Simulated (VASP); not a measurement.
Crystal: Sc.

```xyz
2
Lattice="3.3090 0.0000 0.0000 -1.6545 2.8657 0.0000 0.0000 0.0000 5.2733" Properties=species:S:1:pos:R:3 pbc="T T T"
Sc    0.0000    1.9105    1.3183
Sc    1.6545    0.9552    3.9550
```

```yaml
Program: VASP 6.6.1
Task: relaxation of volume and atoms at fixed shape
Functional: PBEsol
Potentials_or_basis: VASP PAW PBE potentials, release 64 (Sc_sv)
Cutoff: 600 eV
k_mesh: 15 × 15 × 8
Occupations: gaussian, width 0.02 eV
Spin: no spin polarisation
```

At the start: pressure -2.9 GPa; volume 25.00 Å³/atom.

Q: How do energy, volume and symmetry change on relaxing?

A: Over 3 steps the energy falls by 12.4 meV/atom and the volume is 23.67 Å³/atom (-5.3 %); space group P6_3/mmc (No. 194, to 0.05 Å).

Step by step:
```csv
step,energy change (eV),largest force (eV/Å),pressure (GPa),volume (Å³)
1,0.0000,0.0000,-2.87,50.00
2,-0.0239,0.0000,0.62,46.84
3,-0.0249,0.0000,0.00,47.33
```

Final structure:
```
CELL_PARAMETERS angstrom
3.24896 0.00000 0.00000
-1.62448 2.81368 0.00000
0.00000 0.00000 5.17762
ATOMIC_POSITIONS crystal
Sc 0.33333 0.66667 0.25000
Sc 0.66667 0.33333 0.75000
```

Caveat: the PAW data sets were made with another functional, which shifts forces and pressure a little.
